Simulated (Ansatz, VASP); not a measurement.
Na in VASP and in Ansatz

File INCAR:

```
SYSTEM = Na
PREC = Accurate
ENCUT = 520
EDIFF = 1E-6
ISMEAR = -1
SIGMA = 0.1
LREAL = .FALSE.
LASPH = .TRUE.
NELM = 100
ALGO = Normal
ISIF = 2
LWAVE = .FALSE.
LCHARG = .FALSE.
GGA = PS
NBANDS = 14
```

File KPOINTS:

```
regular mesh
0
G
  11 11 6
  0 0 0
```

The input POSCAR:

```
Na
1.0
    3.6697944339      0.0000000000      0.0000000000
   -1.8348972170      3.1781352065      0.0000000000
    0.0000000000      0.0000000000      5.9926295451
Na
2
Direct
    0.3333333333      0.6666666667      0.2500000000
    0.6666666667      0.3333333333      0.7500000000
```

Input for Ansatz:

```yaml
crystal:
  lattice:
    - [3.6697944339, 0.0, 0.0]
    - [-1.834897217, 3.1781352065, 0.0]
    - [0.0, 0.0, 5.9926295451]
  atoms:
    - { symbol: Na, position: [0.3333333333, 0.6666666667, 0.25] }
    - { symbol: Na, position: [0.6666666667, 0.3333333333, 0.75] }
hamiltonian:
  xc: pbesol
  pseudopotentials:
    kind: paw
    azcp:
      Na: "pseudopotentials/Na.paw.azcp"
basis:
  ecutwfc: 420
  fft_grid_basis: typed
kpoints:
  mp_grid: { grid: [11, 11, 6], shift: [0, 0, 0] }
magnetization:
  spin_polarized: false
scf:
  occupations: { method: fermi_dirac, width: 0.1 }
  lower_state_search: "off"
output:
  stress: true
```

Alike in both runs: task single point; functional PBEsol; k mesh 11 × 11 × 6; occupations fermi-dirac, width 0.1 eV; no spin polarisation.

|  | VASP | Ansatz |
| --- | --- | --- |
| version | VASP 6.6.1 | Ansatz 0.2.0 |
| potentials or method | VASP PAW PBE potentials, release 64 (Na_pv), cutoff 520 eV | plane waves (420 eV) with PAW, scalar-relativistic |
| valence electrons in the cell | 14 | 18 |

|  | VASP | Ansatz | Ansatz less VASP |
| --- | --- | --- | --- |
| pressure (GPa) | 0.4 | 0.4 | -0.01 |
| traceless stress, the component that is largest in VASP (GPa) | 0.12 | 0.12 | 0.000 |

VASP's potentials were made for PBE, not for PBEsol, and Ansatz warns of the same on its side. VASP's potentials hold 14 valence electrons a cell and Ansatz's 18, so a difference there can come from the potentials and not from the codes.
